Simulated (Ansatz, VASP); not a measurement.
**One calculation of MgO, two programs**

File POSCAR:

```
MgO
1.0
    0.0000000000      2.1021674168      2.1202460566
    2.1021674168      0.0000000000      2.1202460566
    2.1021674168      2.1021674168      0.0000000000
Mg O
1 1
Direct
    0.0000000000      0.0000000000      0.0000000000
    0.5000000000      0.5000000000      0.5000000000
```

The input INCAR.step1:

```
ALGO = Normal
EDIFF = 1E-5
ENCUT = 660
GGA = PE
GGA_COMPAT = False
ISMEAR = 0
LASPH = True
LCHARG = False
LREAL = False
LWAVE = True
NBANDS = 15
NELM = 120
PREC = Accurate
SIGMA = 0.01
```

File INCAR.step2:

```
ALGO = Normal
EDIFF = 1E-6
ENCUT = 660
GGA_COMPAT = False
ISIF = 2
ISMEAR = 0
ISTART = 1
LASPH = True
LCHARG = True
LELF = True
LMIXTAU = True
LREAL = False
LVHAR = True
LWAVE = False
METAGGA = R2SCAN
NBANDS = 15
NELM = 120
PREC = Accurate
SIGMA = 0.01
```

The input KPOINTS:

```
k-points
0
Gamma
  10 10 10
```

Input for Ansatz:

```yaml
crystal:
  lattice:
    - [0.0, 2.1021674168, 2.1202460566]
    - [2.1021674168, 0.0, 2.1202460566]
    - [2.1021674168, 2.1021674168, 0.0]
  atoms:
    - { symbol: Mg, position: [0.0, 0.0, 0.0] }
    - { symbol: O, position: [0.5, 0.5, 0.5] }
kpoints:
  mp_grid: { grid: [10, 10, 10] }
  band_path:
    path:
      - [0.0, 0.0, 0.0]
      - [0.5, 0.0, 0.5]
      - [0.625, 0.25, 0.625]
      - [0.375, 0.375, 0.75]
      - [0.5, 0.5, 0.5]
      - [0.5, 0.25, 0.75]
    npoints: 1
hamiltonian:
  xc: r2scan
scf:
  occupations: { method: fixed }
  n_extra_bands: 4
output:
  forces: true
  stress: true
  eigenvalues: true
```

Change from the starting cell: uniaxial_z strain +0.9%.

Alike in both runs: task single point; functional r2SCAN; k mesh 10 × 10 × 10; no spin polarisation.

|  | VASP | Ansatz |
| --- | --- | --- |
| version | VASP 6.6.1 | Ansatz 0.2.0 |
| potentials or method | VASP PAW PBE potentials, release 64 (Mg_sv, O) | plane waves, PAW |
| plane-wave cutoff (eV) | 660 | 500 |
| occupations | gaussian, width 0.01 eV | fixed |
| valence electrons in the cell | 16 | 16 |

```tsv
	VASP	Ansatz	Ansatz less VASP
gap on the k mesh at the Fermi level (eV)	5.61	5.59	-0.028
pressure (GPa)	-1.5	-1.4	+0.14
traceless stress, the component that is largest in VASP (GPa)	-1.13	-1.16	-0.031
```

VASP's potentials were made for PBE, not for r2SCAN.
